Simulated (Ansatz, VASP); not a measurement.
## Two plane-wave programs on HfAl3N

File INCAR:

```
  ALGO = Normal
  EDIFF = 1E-7
  ENCUT = 520
  GGA = PE
  ISIF = 2
  ISMEAR = 0
  LASPH = True
  LCHARG = True
  LELF = True
  LREAL = False
  LVHAR = True
  LWAVE = False
  NBANDS = 20
  NELM = 80
  PREC = Accurate
  SIGMA = 0.1
```

The input KPOINTS:

```
k-points
0
Gamma
  4 4 4
```

The input POSCAR:

```
HfAl3N
1.0
    4.4218949100      0.0000000000      0.0000000000
    0.0000000000      4.4218949100      0.0000000000
    0.0000000000      0.0000000000      4.4218949100
Hf Al N
1 3 1
Direct
    0.5000000000      0.5000000000      0.5000000000
    0.5000000000      0.0000000000      0.0000000000
    0.0000000000      0.5000000000      0.0000000000
    0.0000000000      0.0000000000      0.5000000000
    0.0000000000      0.0000000000      0.0000000000
```

Input for Ansatz:

```yaml
crystal:
  lattice:
    - [4.42189491, 0.0, 0.0]
    - [0.0, 4.42189491, 0.0]
    - [0.0, 0.0, 4.42189491]
  atoms:
    - { symbol: Hf, position: [0.5, 0.5, 0.5] }
    - { symbol: Al, position: [0.5, 0.0, 0.0] }
    - { symbol: Al, position: [0.0, 0.5, 0.0] }
    - { symbol: Al, position: [0.0, 0.0, 0.5] }
    - { symbol: "N", position: [0.0, 0.0, 0.0] }
basis:
  ecutwfc: 420
kpoints:
  mp_grid: { grid: [4, 4, 4] }
hamiltonian:
  xc: pbe
scf:
  occupations: { method: gaussian, width: 0.1 }
  lower_state_search: "off"
output:
  forces: true
  stress: true
  eigenvalues: true
```

Alike in both runs: task single point; functional PBE; k mesh 4 × 4 × 4; occupations gaussian, width 0.1 eV; no spin polarisation.

|  | VASP | Ansatz |
| --- | --- | --- |
| version | VASP 6.6.1 | Ansatz 0.2.0 |
| potentials or method | VASP PAW PBE potentials, release 64 (Hf_pv, Al, N), cutoff 520 eV | scalar-relativistic, plane waves, PAW |
| valence electrons in the cell | 24 | 40 |

VASP gave:

```
gap on the k mesh at the Fermi level (eV) : none
pressure (GPa)                            : -13.8
```

Question: What did Ansatz give for the same quantities?

Answer: gap on the k mesh at the Fermi level (eV): none; pressure (GPa): -13.7.

A gap of «none» marks a metal or a gap that the smearing closes. VASP's potentials hold 24 valence electrons a cell and Ansatz's 40, so a difference there can come from the potentials and not from the codes.

Spin-orbit coupling is off throughout.
